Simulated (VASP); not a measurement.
Input of a VASP 6.6.1 run:

INCAR

```
SYSTEM = YBe
  ALGO = Normal
  EDIFF = 1E-6
  ENCUT = 520
  GGA = PE
  ISIF = 2
  ISMEAR = 0
  LASPH = .TRUE.
  LCHARG = .FALSE.
  LREAL = .FALSE.
  LWAVE = .FALSE.
  NBANDS = 14
  NELM = 60
  PREC = Accurate
  SIGMA = 0.1
```

The input KPOINTS:

```
k-points
0
G
  6 6 6
  0 0 0
```

Contents of POSCAR:

```
YBe
1.0
    0.0000000000      2.8363428330      2.8363428330
    2.8363428330      0.0000000000      2.8363428330
    2.8363428330      2.8363428330      0.0000000000
Y Be
1 1
Direct
    0.0000000000      0.0000000000      0.0000000000
    0.5000000000      0.5000000000      0.5000000000
```

Potentials or basis: VASP PAW PBE potentials, release 64 (Y_sv, Be).

The run is started by

```sh
$ cat potpaw_PBE.64/Y_sv/POTCAR potpaw_PBE.64/Be/POTCAR > POTCAR
$ mpirun -np 1 vasp_std > vasp.out
```

**Question.** Predict the pressure.

**Answer.** 0.3 GPa.
